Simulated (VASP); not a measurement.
# MnSi6 (Pm-3m) in VASP: further runs

MnSi6 is run at these levels: PBE; tasks: single point, relaxation of cell and atoms.

Program: VASP 6.6.1. These are calculated values, not measurements. Logs are shortened: lines on timing, memory, paths and dates and some standing lists are left out, and cuts for length are marked.

### 1 The cell of the first run

Symmetry: Pm-3m, No. 221, cubic system. Conventional cell: a = 4.667 Å, b = 4.667 Å, c = 4.667 Å, α = 90.00°, β = 90.00°, γ = 90.00°. Mn (site symmetry m-3m) has 24 Si at 3.43 Å and 6 Mn at 4.67 Å within 4.7 Å. Si (site symmetry 4mm) has 5 Si at 1.86 to 1.99 Å within 2.5 Å.

The cell was built from a structure type or drawn by symmetry, and may not be a known phase.

### 2 Single point, PBE, collinear spin, ferromagnetic start

INCAR

```
SYSTEM = MnSi6
  PREC = Accurate
  ENCUT = 520
  EDIFF = 1E-6
  ISMEAR = 0
  SIGMA = 0.1
  LREAL = .FALSE.
  LASPH = .TRUE.
  NELM = 150
  ALGO = Normal
  ISIF = 2
  LWAVE = .FALSE.
  LCHARG = .FALSE.
  ISPIN = 2
  MAGMOM = 4 0 0 0 0 0 0
  LORBIT = 11
  LMAXMIX = 4
  GGA = PE
  NBANDS = 32
```

KPOINTS

```
regular mesh
0
G
  4 4 4
  0 0 0
```

POSCAR

```
MnSi6
1.0
    4.6666436900      0.0000000000      0.0000000000
    0.0000000000      4.6666436900      0.0000000000
    0.0000000000      0.0000000000      4.6666436900
Mn Si
1 6
Direct
    0.0000000000      0.0000000000      0.0000000000
    0.8011341100      0.5000000000      0.5000000000
    0.1988658900      0.5000000000      0.5000000000
    0.5000000000      0.5000000000      0.8011341100
    0.5000000000      0.5000000000      0.1988658900
    0.5000000000      0.1988658900      0.5000000000
    0.5000000000      0.8011341100      0.5000000000
```

Potentials or basis: VASP PAW PBE potentials, release 64 (Mn_pv, Si).

Run with:

```
> cat potpaw_PBE.64/Mn_pv/POTCAR potpaw_PBE.64/Si/POTCAR > POTCAR
> mpirun -np 1 vasp_std > vasp.out
```

OUTCAR:

```text
SYSTEM = MnSi6
   PREC = Accurate
   ENCUT = 520
   EDIFF = 1E-6
   ISMEAR = 0
   LREAL = .FALSE.
   LASPH = .TRUE.
   NELM = 150
   ISIF = 2
   ISPIN = 2
   LORBIT = 11
   GGA = PE

 ion  position               nearest neighbor table
   1  0.000  0.000  0.000-
   2  0.801  0.500  0.500-   3 1.86   4 1.99   5 1.99   6 1.99   7 1.99   3 2.81
   3  0.199  0.500  0.500-   2 1.86   4 1.99   5 1.99   6 1.99   7 1.99   2 2.81
   4  0.500  0.500  0.801-   5 1.86   3 1.99   2 1.99   6 1.99   7 1.99   5 2.81
   5  0.500  0.500  0.199-   4 1.86   3 1.99   2 1.99   6 1.99   7 1.99   4 2.81
   6  0.500  0.199  0.500-   7 1.86   3 1.99   4 1.99   5 1.99   2 1.99   7 2.81
   7  0.500  0.801  0.500-   6 1.86   3 1.99   4 1.99   5 1.99   2 1.99   6 2.81

  LATTYP: Found a simple cubic cell.
 ALAT       =     4.6666436900

  Lattice vectors:

 A1 = (   4.6666436900,   0.0000000000,   0.0000000000)
 A2 = (   0.0000000000,   4.6666436900,   0.0000000000)
 A3 = (   0.0000000000,   0.0000000000,   4.6666436900)

Analysis of symmetry for initial positions (statically):
=====================================================================
 Subroutine PRICEL returns:
 Original cell was already a primitive cell.

 Routine SETGRP: Setting up the symmetry group for a
 simple cubic supercell.

 Subroutine GETGRP returns: Found 48 space group operations
 (whereof 48 operations were pure point group operations)
 out of a pool of 48 trial point group operations.

The static configuration has the point symmetry O_h .

Analysis of symmetry for dynamics (positions and initial velocities):
=====================================================================
 Subroutine PRICEL returns:
 Original cell was already a primitive cell.

 Routine SETGRP: Setting up the symmetry group for a
 simple cubic supercell.

 Subroutine GETGRP returns: Found 48 space group operations
 (whereof 48 operations were pure point group operations)
 out of a pool of 48 trial point group operations.

The dynamic configuration has the point symmetry O_h .

Analysis of structural, dynamic, and magnetic symmetry:
=====================================================================
 Subroutine PRICEL returns:
 Original cell was already a primitive cell.

 Routine SETGRP: Setting up the symmetry group for a
 simple cubic supercell.

 Subroutine GETGRP returns: Found 48 space group operations
 (whereof 48 operations were pure point group operations)
 out of a pool of 48 trial point group operations.

The overall configuration has the point symmetry O_h .

 Subroutine INISYM returns: Found 48 space group operations
 (whereof 48 operations are pure point group operations),
 and found     1 'primitive' translations

----------------------------------------------------------------------------------------

                                     Primitive cell

  volume of cell :     101.6281

  direct lattice vectors                    reciprocal lattice vectors
     4.666643690  0.000000000  0.000000000     0.214286769  0.000000000  0.000000000
     0.000000000  4.666643690  0.000000000     0.000000000  0.214286769  0.000000000
     0.000000000  0.000000000  4.666643690     0.000000000  0.000000000  0.214286769

  length of vectors
     4.666643690  4.666643690  4.666643690     0.214286769  0.214286769  0.214286769

  position of ions in fractional coordinates (direct lattice)
     0.000000000  0.000000000  0.000000000
     0.801134110  0.500000000  0.500000000
     0.198865890  0.500000000  0.500000000
     0.500000000  0.500000000  0.801134110
     0.500000000  0.500000000  0.198865890
     0.500000000  0.198865890  0.500000000
     0.500000000  0.801134110  0.500000000

  ion indices of the primitive-cell ions
   primitive index   ion index
                 1           1
                 2           2
                 3           3
                 4           4
                 5           5
                 6           6
[... 36 lines left out ...]
  0.250000  0.250000  0.250000      8.000000
  0.500000  0.250000  0.250000     12.000000
  0.500000  0.500000  0.250000      6.000000
  0.500000  0.500000  0.500000      1.000000
   k-points           NKPTS =     10   k-points in BZ     NKDIM =     10   number of bands    NBANDS=     32
   number of dos      NEDOS =    301   number of ions     NIONS =      7
   total plane-waves  NPLWV =  46656
   dimension x,y,z NGX =    36 NGY =   36 NGZ =   36
   dimension x,y,z NGXF=    72 NGYF=   72 NGZF=   72
   ions per type =               1   6
   NGX,Y,Z   is equivalent  to a cutoff of  12.82, 12.82, 12.82 a.u.
   NGXF,Y,Z  is equivalent  to a cutoff of  25.65, 25.65, 25.65 a.u.
 SYSTEM =  MnSi6
   PREC   = accura    normal or accurate (medium, high low for compatibility)
   ISTART =      0    job   : 0-new  1-cont  2-samecut
   ICHARG =      2    charge: 1-file 2-atom 10-const
   ISPIN  =      2    spin polarized calculation?
   LNONCOLLINEAR =      F non collinear calculations
   LSORBIT =      F    spin-orbit coupling
   LASPH  =      T    aspherical Exc in radial PAW
   ENCUT  =  520.0 eV  38.22 Ry    6.18 a.u.   8.68  8.68  8.68*2*pi/ulx,y,z
   NELM   =    150;   NELMIN=  2; NELMDL= -5     # of ELM steps
   EDIFF  = 0.1E-05   stopping-criterion for ELM
   LREAL  =      F    real-space projection
   EDIFFG = 0.1E-04   stopping-criterion for IOM
   NSW    =      0    number of steps for IOM
   IBRION =     -1    ionic relax: 0-MD 1-quasi-New 2-CG
   NFREE  =      0    steps in history (QN), initial steepest desc. (CG)
   ISIF   =      2    stress and relaxation
   ISYM   =      2    0-nonsym 1-usesym 2-fastsym
   POTIM  = 0.5000    time-step for ionic-motion
   TEBEG  =    0.0;   TEEND  =   0.0 temperature during run
   PSTRESS=    0.0 pullay stress
   NELECT =      37.0000    total number of electrons
   NUPDOWN=      -1.0000    fix difference up-down
   EMIN   =  10.00;   EMAX   =-10.00  energy-range for DOS
   EFERMI =   0.00;   METHOD = LEGACY
   ISMEAR =     0;   SIGMA  =   0.10  broadening in eV -4-tet -1-fermi 0-gaus
   EFERMI_NEDOS =   21; number of points for ismear=-14 and -15
   IALGO  =     38    algorithm
   IMIX   =      4    mixing-type and parameters
     AMIX     =   0.40;   BMIX     =  1.00
     AMIX_MAG =   1.60;   BMIX_MAG =  1.00
  volume/ion in A,a.u.               =      14.52        97.97
  Fermi-wavevector in a.u.,A,eV,Ry     =   1.168972  2.209037 18.592299  1.366495
  Thomas-Fermi vector in A             =   2.305451
   LORBIT       =     11    0 simple, 1 ext, 2 COOP (PROOUT), +10 PAW based schemes
   GGA     = PE    functional components
   LHFCALC =     F    Hartree Fock is set to
   AEXX    =    0.0000 exact exchange contribution
   IVDW    =     0    specifies the selected vdW correction
   LEPSILON=     F    determine dielectric tensor
   LRPA    =     F    only Hartree local field effects (RPA)
 spin polarized calculation
 Gauss-broadening in eV      SIGMA  =   0.10
  energy-cutoff  :      520.00
  volume of cell :      101.63
 maximum number of plane-waves:      2800
 NGX is ok and might be reduce to    36
   NGX = 17   NGY = 17   NGZ = 17

 number of electron      36.9999955 magnetization       0.3334113

 number of electron      36.9999969 magnetization      -3.7797839

 Free energy of the ion-electron system (eV)
  ---------------------------------------------------
  ext. energy  EPLUGINS =         0.00000000
  ---------------------------------------------------
  free energy    TOTEN  =       -15.98074334 eV

  energy without entropy =      -15.95945748  energy(sigma->0) =      -15.97010041

 E-fermi :   9.4925     XC(G=0): -10.6922

 val. band max:        9.4886171095   @ k =   0.5000   0.0000   0.0000
 cond. band min:       9.5389421041   @ k =   0.2500   0.2500   0.2500
 fundamental gap:      0.0503249946
 Fermi energy:         9.4925265391

 spin component 1

 k-point     1 :       0.0000    0.0000    0.0000
  band No.  band energies     occupation
      1     -36.7529      1.00000
      2     -36.7529      1.00000
      3     -36.7529      1.00000
      4      -8.7108      1.00000
      5      -0.7421      1.00000
      6      -0.7421      1.00000
[... 319 lines left out ...]
     29      13.1911      0.00000
     30      13.1911      0.00000
 Fermi energy:         9.4925265391

 spin component 2

 k-point     1 :       0.0000    0.0000    0.0000
  band No.  band energies     occupation
      1     -41.1691      1.00000
      2     -41.1691      1.00000
      3     -41.1691      1.00000
      4      -8.6061      1.00000
      5      -0.6354      1.00000
      6      -0.6354      1.00000
[... 319 lines left out ...]
     29      13.4071      0.00000
     30      13.4071      0.00000
 [bands above 30 left out]

------------------------ aborting loop because EDIFF is reached ----------------------------------------

  FORCE on cell =-STRESS in cart. coord.  units (eV):
  Direction    XX          YY          ZZ          XY          YZ          ZX
  --------------------------------------------------------------------------------------
  -------------------------------------------------------------------------------------
  Total       67.5561766     67.5561766     67.5561766     -0.0000000     -0.0000000     -0.0000000
  in kB     1065.0296946   1065.0296946   1065.0296946     -0.0000000     -0.0000000     -0.0000000
  external PRESSURE =    1065.0296946 kB  Pullay stress =       0.0000000 kB

 VOLUME and BASIS-vectors are now :
 -----------------------------------------------------------------------------
  energy-cutoff  :      520.00
  volume of cell :      101.63
      direct lattice vectors                 reciprocal lattice vectors
     4.666643690  0.000000000  0.000000000     0.214286769  0.000000000  0.000000000
     0.000000000  4.666643690  0.000000000     0.000000000  0.214286769  0.000000000
     0.000000000  0.000000000  4.666643690     0.000000000  0.000000000  0.214286769

 POSITION                                       TOTAL-FORCE (eV/Angst)
 -----------------------------------------------------------------------------------
      0.00000      0.00000      0.00000         0.000000      0.000000     -0.000000
      3.73861      2.33332      2.33332         5.541966     -0.000000     -0.000000
      0.92804      2.33332      2.33332        -5.541966      0.000000     -0.000000
      2.33332      2.33332      3.73861         0.000000     -0.000000      5.541966
      2.33332      2.33332      0.92804         0.000000     -0.000000     -5.541966
      2.33332      0.92804      2.33332         0.000000     -5.541966     -0.000000
      2.33332      3.73861      2.33332         0.000000      5.541966     -0.000000
 -----------------------------------------------------------------------------------
    total drift:                                0.000000     -0.000000     -0.000000

  FREE ENERGIE OF THE ION-ELECTRON SYSTEM (eV)
  ---------------------------------------------------
  free  energy   TOTEN  =       -15.9807433410 eV

  energy  without entropy=      -15.9594574766  energy(sigma->0) =      -15.97010041

 total charge

# of ion       s       p       d       tot
------------------------------------------
    1        0.336   6.038   4.902  11.276
    2        0.860   1.356   0.000   2.216
    3        0.860   1.356   0.000   2.216
    4        0.860   1.356   0.000   2.216
    5        0.860   1.356   0.000   2.216
    6        0.860   1.356   0.000   2.216
    7        0.860   1.356   0.000   2.216
--------------------------------------------------
tot          5.494  14.175   4.902  24.571

 magnetization (x)

# of ion       s       p       d       tot
------------------------------------------
    1       -0.077  -0.010  -4.112  -4.199
    2        0.007   0.020   0.000   0.027
    3        0.007   0.020   0.000   0.027
    4        0.007   0.020   0.000   0.027
    5        0.007   0.020   0.000   0.027
    6        0.007   0.020   0.000   0.027
    7        0.007   0.020   0.000   0.027
--------------------------------------------------
tot         -0.034   0.111  -4.112  -4.035
```

Wall time 41 s (1 thread of Intel Xeon 6975P-C (Granite Rapids), shared host); peak memory 0.25 GiB.

Results:

- Free energy: -15.9807 eV
- Pressure: 106.5 GPa
- Largest force: 5.542 eV/Å
- Net moment: -3.78 μB per cell
- Site moments: Mn -4.20; Si +0.03 μB
- Valence electrons inside the program's atomic spheres: Mn 11.28; Si 2.22

Forces on the atoms (eV/Å):
```
Mn   0.000  0.000  0.000
Si   5.542  0.000  0.000
Si  -5.542  0.000  0.000
Si   0.000  0.000  5.542
Si   0.000  0.000 -5.542
Si   0.000 -5.542  0.000
Si   0.000  5.542  0.000
```

Caveat: the cell stands under pressure; forces of over 1 eV/Å act on the atoms, so gaps and moduli don't describe the material at rest.

### 3 Single point, PBE, collinear spin, ferromagnetic start

This run uses another cell than the first one, of 27.55 Å³/atom.

INCAR

```
SYSTEM = MnSi6
ALGO = Normal
EDIFF = 1E-6
ENCUT = 520
GGA = PE
ISIF = 2
ISMEAR = 0
ISPIN = 2
LASPH = .True.
LCHARG = .False.
LMAXMIX = 4
LORBIT = 11
LREAL = .False.
LWAVE = .False.
MAGMOM = 4 0 0 0 0 0 0
NBANDS = 32
NELM = 150
PREC = Accurate
SIGMA = 0.1
```

KPOINTS

```
k-points
0
Gamma
  4 4 4
  0 0 0
```

POSCAR

```
MnSi6
1.0
    5.7772424898      0.0000000000      0.0000000000
    0.0000000000      5.7772424898      0.0000000000
    0.0000000000      0.0000000000      5.7772424898
Mn Si
1 6
Direct
    0.0000000000      0.0000000000      0.0000000000
    0.8003173124      0.5000000000      0.5000000000
    0.1996826876      0.5000000000      0.5000000000
    0.5000000000      0.5000000000      0.8003173124
    0.5000000000      0.5000000000      0.1996826876
    0.5000000000      0.1996826876      0.5000000000
    0.5000000000      0.8003173124      0.5000000000
```

Potentials or basis: VASP PAW PBE potentials, release 64 (Mn_pv, Si).

Run with:

```
> cat potpaw_PBE.64/Mn_pv/POTCAR potpaw_PBE.64/Si/POTCAR > POTCAR
> mpirun -np 1 vasp_std > vasp.out
```

It took 91 s on 1 thread of Intel Xeon 6975P-C (Granite Rapids), shared host; peak memory 0.42 GiB.

It converged, with:

```
Free energy                                           : -33.2254 eV
Pressure                                              : 0.0 GPa
Largest force                                         : 0.006 eV/Å
Net moment                                            : 4.83 μB per cell
Site moments                                          : Mn +4.58; Si -0.00 μB
Valence electrons inside the program's atomic spheres : Mn 11.17; Si 1.62
```

Forces on the atoms (eV/Å):
```
Mn   0.000  0.000  0.000
Si  -0.006  0.000  0.000
Si   0.006  0.000  0.000
Si   0.000  0.000 -0.006
Si   0.000  0.000  0.006
Si   0.000  0.006  0.000
Si   0.000 -0.006  0.000
```

Levels at points of the mesh, in eV from the Fermi level:
Spin up:
```tsv
k point	band 17	band 18	band 19	band 20	band 21	band 22	band 23	band 24	band 25	band 26
(0.00, 0.00, 0.00)	-2.52	-2.52	-1.48	-0.44	-0.44	-0.44	0.26	0.26	0.26	2.95
(0.50, 0.00, 0.00)	-3.50	-2.51	-1.96	-1.40	-0.81	0.04	0.04	1.75	2.15	3.00
(0.50, 0.50, 0.00)	-3.24	-3.24	-1.78	-0.89	-0.80	-0.60	-0.60	1.90	2.05	2.73
(0.50, 0.50, 0.50)	-3.71	-3.71	-1.71	-1.71	-1.67	-0.48	2.07	2.07	2.07	2.48
```
Spin down:
| k point | band 13 | band 14 | band 15 | band 16 | band 17 | band 18 | band 19 | band 20 | band 21 | band 22 |
| --- | --- | --- | --- | --- | --- | --- | --- | --- | --- | --- |
| (0.00, 0.00, 0.00) | -2.59 | -0.49 | -0.49 | -0.49 | -0.44 | 0.30 | 0.30 | 0.30 | 0.38 | 0.38 |
| (0.50, 0.00, 0.00) | -2.53 | -1.43 | -1.21 | -1.09 | -0.26 | -0.26 | 0.45 | 0.49 | 0.68 | 0.78 |
| (0.50, 0.50, 0.00) | -3.49 | -1.80 | -0.99 | -0.59 | -0.59 | 0.39 | 0.46 | 0.47 | 0.57 | 0.57 |
| (0.50, 0.50, 0.50) | -3.80 | -1.74 | -1.74 | -0.60 | -0.52 | 0.49 | 0.49 | 0.49 | 0.51 | 0.51 |

(Part 1 of 2 ends here.)
